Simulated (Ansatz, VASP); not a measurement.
**Si3Sn in VASP and in Ansatz**

```xyz
4
Lattice="3.9839 0.0000 0.0000 0.0000 3.9839 0.0000 0.0000 0.0000 5.6722" Properties=species:S:1:pos:R:3 pbc="T T T"
Si    1.9920    0.0000    4.3971
Si    1.9920    1.9920    0.0000
Si    0.0000    1.9920    1.2751
Sn    0.0000    0.0000    2.8361
```

Change from the starting cell: hydrostatic strain -1.3%.

Alike in both runs: task single point; functional HSE06; k mesh 4 × 4 × 4; occupations fermi-dirac, width 0.02 eV; no spin polarisation.

|  | VASP | Ansatz |
| --- | --- | --- |
| version | VASP 6.6.1 | Ansatz 0.2.0 |
| potentials or method | VASP PAW PBE potentials, release 64 (Si, Sn_d) | plane waves, PAW |
| plane-wave cutoff (eV) | 400 | 420 |
| valence electrons in the cell | 26 | 26 |

Ansatz gave:

```
pressure (GPa)                                                : 3.3
traceless stress, the component that is largest in VASP (GPa) : -0.65
```

Problem. Which values does VASP return?

Solution. Pressure (GPa): 3.0; traceless stress, the component that is largest in VASP (GPa): -0.63.

With one functional, cell and mesh, what is left measures potentials, basis and numerics. Ansatz's warnings: stress exchange threshold loose, stress scf threshold loose.
